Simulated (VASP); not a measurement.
# AlAs (F-43m) in VASP: a series of runs

AlAs is run at these levels: PBE; tasks: single point.

All numbers are computed with VASP 6.6.1; they aren't measurements. Logs are shortened: lines on timing, memory, paths and dates and some standing lists are left out, and cuts for length are marked.

### 1 The cell of the first run

It takes space group F-43m (No. 216, cubic). The conventional cell has a = 5.465 Å, b = 5.465 Å, c = 5.465 Å, α = 90.00°, β = 90.00°, γ = 90.00°. Al (site symmetry -43m) has 4 As at 2.37 Å within 3.1 Å. Within 3.1 Å of As (site symmetry -43m) lie 4 Al at 2.37 Å.

### 2 Single point, PBE

File INCAR:

```
ALGO     = Normal         # electronic algorithm
EDIFF    = 1E-6           # SCF threshold, eV
ENCUT    = 500            # plane-wave cutoff, eV
GGA      = PE             # functional
GGA_COMPAT= F            
ISIF     = 2              # what is computed and relaxed
ISMEAR   = 1              # smearing method
LASPH    = T              # aspherical terms in the spheres
LCHARG   = T              # write CHGCAR
LELF     = T              # ELF
LREAL    = F              # projectors in reciprocal space
LVHAR    = T            
LWAVE    = F              # write WAVECAR
NBANDS   = 11             # bands
NELM     = 120            # most SCF steps
PREC     = Accurate       # precision mode
SIGMA    = 0.01           # smearing width, eV
```

File KPOINTS:

```
k-points
0
Gamma
  6 6 6
```

File POSCAR:

```
AlAs
1.0
    0.0000000000      2.7327211542      2.7327211542
    2.7327211542      0.0000000000      2.7327211542
    2.7327211542      2.7327211542      0.0000000000
Al As
1 1
Direct
    0.0000000000      0.0000000000      0.0000000000
    0.2500000000      0.2500000000      0.2500000000
```

Potentials or basis: VASP PAW PBE potentials, release 64 (Al, As).

Run with:

```bash
cat potpaw_PBE.64/Al/POTCAR potpaw_PBE.64/As/POTCAR > POTCAR
mpirun -np 1 vasp_std > vasp.out
```

OUTCAR:

```text
EDIFF = 1E-6
   ENCUT = 500
   GGA = PE
   ISIF = 2
   ISMEAR = 1
   LASPH = T
   LREAL = F
   NELM = 120
   PREC = Accurate

 ion  position               nearest neighbor table
   1  0.000  0.000  0.000-   2 2.37   2 2.37   2 2.37   2 2.37
   2  0.250  0.250  0.250-   1 2.37   1 2.37   1 2.37   1 2.37

  LATTYP: Found a face centered cubic cell.
 ALAT       =     5.4654423084

  Lattice vectors:

 A1 = (   0.0000000000,   2.7327211542,   2.7327211542)
 A2 = (   2.7327211542,   0.0000000000,   2.7327211542)
 A3 = (   2.7327211542,   2.7327211542,   0.0000000000)

Analysis of symmetry for initial positions (statically):
=====================================================================
 Subroutine PRICEL returns:
 Original cell was already a primitive cell.

 Routine SETGRP: Setting up the symmetry group for a
 face centered cubic supercell.

 Subroutine GETGRP returns: Found 24 space group operations
 (whereof 24 operations were pure point group operations)
 out of a pool of 48 trial point group operations.

The static configuration has the point symmetry T_d .

Analysis of symmetry for dynamics (positions and initial velocities):
=====================================================================
 Subroutine PRICEL returns:
 Original cell was already a primitive cell.

 Routine SETGRP: Setting up the symmetry group for a
 face centered cubic supercell.

 Subroutine GETGRP returns: Found 24 space group operations
 (whereof 24 operations were pure point group operations)
 out of a pool of 48 trial point group operations.

The dynamic configuration has the point symmetry T_d .

 Subroutine INISYM returns: Found 24 space group operations
 (whereof 24 operations are pure point group operations),
 and found     1 'primitive' translations

----------------------------------------------------------------------------------------

                                     Primitive cell

  volume of cell :      40.8146

  direct lattice vectors                    reciprocal lattice vectors
     0.000000000  2.732721154  2.732721154    -0.182967808  0.182967808  0.182967808
     2.732721154  0.000000000  2.732721154     0.182967808 -0.182967808  0.182967808
     2.732721154  2.732721154  0.000000000     0.182967808  0.182967808 -0.182967808

  length of vectors
     3.864651318  3.864651318  3.864651318     0.316909540  0.316909540  0.316909540

  position of ions in fractional coordinates (direct lattice)
     0.000000000  0.000000000  0.000000000
     0.250000000  0.250000000  0.250000000

  ion indices of the primitive-cell ions
   primitive index   ion index
                 1           1
                 2           2

----------------------------------------------------------------------------------------

 KPOINTS: k-points

Automatic generation of k-mesh.
 Grid dimensions read from file:
 generate k-points for:    6    6    6

 Generating k-lattice:

  Cartesian coordinates                     Fractional coordinates (reciprocal lattice)
    -0.030494635  0.030494635  0.030494635     0.166666667  0.000000000  0.000000000
     0.030494635 -0.030494635  0.030494635     0.000000000  0.166666667  0.000000000
     0.030494635  0.030494635 -0.030494635     0.000000000  0.000000000  0.166666667

  Length of vectors
     0.052818257  0.052818257  0.052818257

  Shift w.r.t. Gamma in fractional coordinates (k-lattice)
     0.000000000  0.000000000  0.000000000

 Subroutine IBZKPT returns following result:
 ===========================================

 Found     16 irreducible k-points:

 Following reciprocal coordinates:
            Coordinates               Weight
  0.000000  0.000000  0.000000      1.000000
  0.166667  0.000000  0.000000      8.000000
  0.333333  0.000000  0.000000      8.000000
  0.500000  0.000000  0.000000      4.000000
  0.166667  0.166667  0.000000      6.000000
  0.333333  0.166667  0.000000     24.000000
[... 8 lines left out ...]
 -0.333333  0.333333  0.166667     24.000000
 -0.333333  0.500000  0.166667     12.000000
   k-points           NKPTS =     16   k-points in BZ     NKDIM =     16   number of bands    NBANDS=     11
   number of dos      NEDOS =    301   number of ions     NIONS =      2
   total plane-waves  NPLWV =  21952
   dimension x,y,z NGX =    28 NGY =   28 NGZ =   28
   dimension x,y,z NGXF=    56 NGYF=   56 NGZF=   56
   ions per type =               1   1
   NGX,Y,Z   is equivalent  to a cutoff of  12.04, 12.04, 12.04 a.u.
   NGXF,Y,Z  is equivalent  to a cutoff of  24.09, 24.09, 24.09 a.u.
 SYSTEM =  unknown system
   PREC   = accura    normal or accurate (medium, high low for compatibility)
   ISTART =      0    job   : 0-new  1-cont  2-samecut
   ICHARG =      2    charge: 1-file 2-atom 10-const
   ISPIN  =      1    spin polarized calculation?
   LNONCOLLINEAR =      F non collinear calculations
   LSORBIT =      F    spin-orbit coupling
   LASPH  =      T    aspherical Exc in radial PAW
   ENCUT  =  500.0 eV  36.75 Ry    6.06 a.u.   7.05  7.05  7.05*2*pi/ulx,y,z
   NELM   =    120;   NELMIN=  2; NELMDL= -5     # of ELM steps
   EDIFF  = 0.1E-05   stopping-criterion for ELM
   LREAL  =      F    real-space projection
   EDIFFG = 0.1E-04   stopping-criterion for IOM
   NSW    =      0    number of steps for IOM
   IBRION =     -1    ionic relax: 0-MD 1-quasi-New 2-CG
   NFREE  =      0    steps in history (QN), initial steepest desc. (CG)
   ISIF   =      2    stress and relaxation
   ISYM   =      2    0-nonsym 1-usesym 2-fastsym
   POTIM  = 0.5000    time-step for ionic-motion
   TEBEG  =    0.0;   TEEND  =   0.0 temperature during run
   PSTRESS=    0.0 pullay stress
   NELECT =       8.0000    total number of electrons
   NUPDOWN=      -1.0000    fix difference up-down
   EMIN   =  10.00;   EMAX   =-10.00  energy-range for DOS
   EFERMI =   0.00;   METHOD = LEGACY
   ISMEAR =     1;   SIGMA  =   0.01  broadening in eV -4-tet -1-fermi 0-gaus
   EFERMI_NEDOS =   21; number of points for ismear=-14 and -15
   IALGO  =     38    algorithm
   IMIX   =      4    mixing-type and parameters
     AMIX     =   0.40;   BMIX     =  1.00
     AMIX_MAG =   1.60;   BMIX_MAG =  1.00
  volume/ion in A,a.u.               =      20.41       137.72
  Fermi-wavevector in a.u.,A,eV,Ry     =   0.950969  1.797070 12.304310  0.904341
  Thomas-Fermi vector in A             =   2.079395
   LORBIT       =      0    0 simple, 1 ext, 2 COOP (PROOUT), +10 PAW based schemes
   GGA     = PE    functional components
   LHFCALC =     F    Hartree Fock is set to
   AEXX    =    0.0000 exact exchange contribution
   IVDW    =     0    specifies the selected vdW correction
   LEPSILON=     F    determine dielectric tensor
   LRPA    =     F    only Hartree local field effects (RPA)
 non-spin polarized calculation
 Methfessel and Paxton  Order N= 1 SIGMA  =   0.01
  energy-cutoff  :      500.00
  volume of cell :       40.81
 maximum number of plane-waves:      1056
   NGX = 15   NGY = 15   NGZ = 15

 number of electron       8.0000001 magnetization

 Free energy of the ion-electron system (eV)
  ---------------------------------------------------
  ext. energy  EPLUGINS =         0.00000000
  ---------------------------------------------------
  free energy    TOTEN  =        -9.14993439 eV

  energy without entropy =       -9.14993439  energy(sigma->0) =       -9.14993439

 E-fermi :   4.9027     XC(G=0):  -9.4560

 val. band max:        4.8380724589   @ k =   0.0000   0.0000   0.0000
 cond. band min:       6.0653010278   @ k =   0.5000   0.5000   0.0000
 fundamental gap:      1.2272285689
 Fermi energy:         4.9027244998

 k-point     1 :       0.0000    0.0000    0.0000
  band No.  band energies     occupation
      1      -7.6567      2.00000
      2       4.8381      2.00000
      3       4.8381      2.00000
      4       4.8381      2.00000
      5       7.7635      0.00000
      6       9.3036      0.00000
      7       9.3036      0.00000
      8       9.3036      0.00000
      9      14.0518      0.00000
     10      14.0518      0.00000
     11      14.3042      0.00000

 k-point     2 :       0.1667    0.0000    0.0000
  band No.  band energies     occupation
      1      -7.3497      2.00000
      2       2.6625      2.00000
      3       4.5471      2.00000
      4       4.5471      2.00000
      5       8.2055      0.00000
      6       9.7780      0.00000
      7       9.7780      0.00000
      8      10.5766      0.00000
      9      13.1922      0.00000
     10      13.1922      0.00000
     11      14.9966      0.00000

 k-point     3 :       0.3333    0.0000    0.0000
  band No.  band energies     occupation
      1      -6.5559      2.00000
      2       0.0057      2.00000
      3       4.1109      2.00000
      4       4.1109      2.00000
      5       7.6262      0.00000
      6       9.8236      0.00000
      7       9.8236      0.00000
      8      12.7995      0.00000
      9      14.1584      0.00000
     10      14.1584      0.00000
     11      14.8067      0.00000

 k-point     4 :       0.5000    0.0000    0.0000
  band No.  band energies     occupation
      1      -5.9765      2.00000
      2      -1.2354      2.00000
      3       3.9367      2.00000
      4       3.9367      2.00000
      5       7.3866      0.00000
      6       9.5788      0.00000
      7       9.5788      0.00000
      8      12.7635      0.00000
      9      16.8624      0.00000
     10      16.8624      0.00000
     11      16.9483      0.00000

 k-point     5 :       0.1667    0.1667    0.0000
  band No.  band energies     occupation
      1      -7.2461      2.00000
      2       2.8535      2.00000
      3       3.9527      2.00000
      4       3.9527      2.00000
      5       8.2189      0.00000
      6       9.4430      0.00000
      7      10.7851      0.00000
      8      10.7851      0.00000
      9      11.9589      0.00000
     10      14.5717      0.00000
     11      16.2180      0.00000
[... 99 lines left out ...]
 k-point    13 :       0.5000    0.5000    0.0000
  band No.  band energies     occupation
      1      -5.3173      2.00000
      2      -0.9865      2.00000
      3       2.4166      2.00000
      4       2.4166      2.00000
      5       6.0653      0.00000
      6       7.1180      0.00000
      7      15.9896      0.00000
      8      15.9896      0.00000
      9      17.8359      0.00000
     10      18.0394      0.00000
     11      18.0394      0.00000

 k-point    14 :       0.5000    0.3333    0.1667
  band No.  band energies     occupation
      1      -5.9312      2.00000
      2      -0.0708      2.00000
      3       1.7880      2.00000
      4       2.9864      2.00000
      5       8.5572      0.00000
      6       9.6818      0.00000
      7      10.2525      0.00000
      8      13.2790      0.00000
      9      14.7032      0.00000
     10      16.1339      0.00000
     11      18.5482      0.00000

 k-point    15 :      -0.3333    0.3333    0.1667
  band No.  band energies     occupation
      1      -5.4813      2.00000
      2      -0.6453      2.00000
      3       1.2912      2.00000
      4       2.5481      2.00000
      5       8.8315      0.00000
      6       9.6951      0.00000
      7      12.0155      0.00000
      8      12.5939      0.00000
      9      13.7322      0.00000
     10      16.9661      0.00000
     11      18.4331      0.00000

 k-point    16 :      -0.3333    0.5000    0.1667
  band No.  band energies     occupation
      1      -5.2835      2.00000
      2      -0.6914      2.00000
      3       1.5242      2.00000
      4       1.7968      2.00000
      5       7.9892      0.00000
      6       9.1318      0.00000
      7      12.4084      0.00000
      8      13.1713      0.00000
      9      16.1765      0.00000
     10      17.9460      0.00000
     11      18.2044      0.00000

------------------------ aborting loop because EDIFF is reached ----------------------------------------

  FORCE on cell =-STRESS in cart. coord.  units (eV):
  Direction    XX          YY          ZZ          XY          YZ          ZX
  --------------------------------------------------------------------------------------
  -------------------------------------------------------------------------------------
  Total        3.3458045      3.3458045      3.3458045     -0.0000000     -0.0000000      0.0000000
  in kB      131.3394510    131.3394510    131.3394510     -0.0000000     -0.0000000      0.0000000
  external PRESSURE =     131.3394510 kB  Pullay stress =       0.0000000 kB

 VOLUME and BASIS-vectors are now :
 -----------------------------------------------------------------------------
  energy-cutoff  :      500.00
  volume of cell :       40.81
      direct lattice vectors                 reciprocal lattice vectors
     0.000000000  2.732721154  2.732721154    -0.182967808  0.182967808  0.182967808
     2.732721154  0.000000000  2.732721154     0.182967808 -0.182967808  0.182967808
     2.732721154  2.732721154  0.000000000     0.182967808  0.182967808 -0.182967808

 POSITION                                       TOTAL-FORCE (eV/Angst)
 -----------------------------------------------------------------------------------
      0.00000      0.00000      0.00000         0.000000      0.000000      0.000000
      1.36636      1.36636      1.36636        -0.000000     -0.000000     -0.000000
 -----------------------------------------------------------------------------------
    total drift:                                0.000000      0.000000      0.000000

  FREE ENERGIE OF THE ION-ELECTRON SYSTEM (eV)
  ---------------------------------------------------
  free  energy   TOTEN  =        -9.1499343895 eV

  energy  without entropy=       -9.1499343895  energy(sigma->0) =       -9.14993439
```

Wall time 4.4 s (1 thread of Intel Xeon 6975P-C (Granite Rapids), shared host); peak memory 0.15 GiB.

What came out:

```yaml
Free_energy: -9.1499 eV
Pressure: 13.1 GPa
Band_gap_on_the_k_mesh: 1.23 eV (least direct gap 2.93 eV)
```

Levels at points of the mesh, in eV from the valence-band top:
```tsv
k point	band 2	band 3	band 4	band 5	band 6	band 7
(0.00, 0.00, 0.00)	0.00	0.00	0.00	2.93	4.47	4.47
(0.50, 0.00, 0.00)	-6.07	-0.90	-0.90	2.55	4.74	4.74
(0.50, 0.50, 0.00)	-5.82	-2.42	-2.42	1.23	2.28	11.15
```

Caveat: the cell stands under pressure. A k mesh can miss the band edges.

### 3 Single point, PBE

This run uses another cell than the first one, of 20.97 Å³/atom.

File INCAR:

```
SYSTEM = AlAs
  PREC = Accurate
  ENCUT = 500
  EDIFF = 1E-6
  ISMEAR = 1
  SIGMA = 0.01
  LREAL = .False.
  LASPH = .True.
  NELM = 120
  ALGO = Normal
  ISIF = 2
  LWAVE = .False.
  LCHARG = .False.
  GGA = PE
  NBANDS = 11
  GGA_COMPAT = .False.
```

File KPOINTS:

```
Automatic mesh
0
Gamma
  6 6 6
  0 0 0
```

File POSCAR:

```
AlAs
1.0
    0.0000000000      2.7577933910      2.7577933910
    2.7577933910      0.0000000000      2.7577933910
    2.7577933910      2.7577933910      0.0000000000
Al As
1 1
Direct
    0.0000000000      0.0000000000      0.0000000000
    0.2500000000      0.2500000000      0.2500000000
```

Potentials or basis: VASP PAW PBE potentials, release 64 (Al, As).

Run with:

```bash
cat potpaw_PBE.64/Al/POTCAR potpaw_PBE.64/As/POTCAR > POTCAR
mpirun -np 1 vasp_std > vasp.out
```

OUTCAR:

```text
SYSTEM = AlAs
   PREC = Accurate
   ENCUT = 500
   EDIFF = 1E-6
   ISMEAR = 1
   LREAL = .False.
   LASPH = .True.
   NELM = 120
   ISIF = 2
   GGA = PE

 ion  position               nearest neighbor table
   1  0.000  0.000  0.000-   2 2.39   2 2.39   2 2.39   2 2.39
   2  0.250  0.250  0.250-   1 2.39   1 2.39   1 2.39   1 2.39

  LATTYP: Found a face centered cubic cell.
 ALAT       =     5.5155867820

  Lattice vectors:

 A1 = (   0.0000000000,   2.7577933910,   2.7577933910)
 A2 = (   2.7577933910,   0.0000000000,   2.7577933910)
 A3 = (   2.7577933910,   2.7577933910,   0.0000000000)

Analysis of symmetry for initial positions (statically):
=====================================================================
 Subroutine PRICEL returns:
 Original cell was already a primitive cell.

 Routine SETGRP: Setting up the symmetry group for a
 face centered cubic supercell.

 Subroutine GETGRP returns: Found 24 space group operations
 (whereof 24 operations were pure point group operations)
 out of a pool of 48 trial point group operations.

The static configuration has the point symmetry T_d .

Analysis of symmetry for dynamics (positions and initial velocities):
[... 160 lines left out ...]
      2       4.5835      2.00000
      3       4.5835      2.00000
      4       4.5835      2.00000
      5       7.2793      0.00000
      6       9.0013      0.00000
      7       9.0013      0.00000
      8       9.0013      0.00000
      9      13.7439      0.00000
     10      13.7439      0.00000
     11      13.8888      0.00000
[... 197 lines left out ...]
 k-point    16 :      -0.3333    0.5000    0.1667
  band No.  band energies     occupation
      1      -5.4685      2.00000
      2      -0.8562      2.00000
      3       1.3708      2.00000
      4       1.6366      2.00000
      5       7.7413      0.00000
      6       8.8330      0.00000
      7      12.0379      0.00000
      8      12.7826      0.00000
      9      15.7270      0.00000
     10      17.4760      0.00000
     11      17.7345      0.00000

------------------------ aborting loop because EDIFF is reached ----------------------------------------

  FORCE on cell =-STRESS in cart. coord.  units (eV):
  Direction    XX          YY          ZZ          XY          YZ          ZX
  --------------------------------------------------------------------------------------
  -------------------------------------------------------------------------------------
  Total        2.6262967      2.6262967      2.6262967     -0.0000000      0.0000000     -0.0000000
  in kB      100.3088389    100.3088389    100.3088389     -0.0000000      0.0000000     -0.0000000
  external PRESSURE =     100.3088389 kB  Pullay stress =       0.0000000 kB

 VOLUME and BASIS-vectors are now :
 -----------------------------------------------------------------------------
  energy-cutoff  :      500.00
  volume of cell :       41.95
      direct lattice vectors                 reciprocal lattice vectors
     0.000000000  2.757793391  2.757793391    -0.181304372  0.181304372  0.181304372
     2.757793391  0.000000000  2.757793391     0.181304372 -0.181304372  0.181304372
     2.757793391  2.757793391  0.000000000     0.181304372  0.181304372 -0.181304372

 POSITION                                       TOTAL-FORCE (eV/Angst)
 -----------------------------------------------------------------------------------
      0.00000      0.00000      0.00000        -0.000000     -0.000000     -0.000000
      1.37890      1.37890      1.37890         0.000000      0.000000      0.000000
 -----------------------------------------------------------------------------------
    total drift:                                0.000000      0.000000      0.000000

  FREE ENERGIE OF THE ION-ELECTRON SYSTEM (eV)
  ---------------------------------------------------
  free  energy   TOTEN  =        -9.2316812320 eV

  energy  without entropy=       -9.2316812320  energy(sigma->0) =       -9.23168123
```

stdout:

```text
POSCAR found type information on POSCAR AlAs
 POSCAR found :  2 types and       2 ions
 scaLAPACK will be used
 LDA part: xc-table for (Slater+PW92), standard interpolation
 POSCAR, INCAR and KPOINTS ok, starting setup
 FFT: planning ... GRIDC
 FFT: planning ... GRID_SOFT
 FFT: planning ... GRID
 WAVECAR not read
 entering main loop
```

It took 4.7 s on 1 thread of Intel Xeon 6975P-C (Granite Rapids), shared host; peak memory 0.15 GiB.

What came out:

- Free energy: -9.2317 eV
- Pressure: 10.0 GPa
- Band gap on the k mesh: 1.28 eV (least direct gap 2.70 eV)

Caveat: the cell stands under pressure. As with any semilocal functional, this PBE gap is likely too small.

(Part 1 of 2 ends here.)
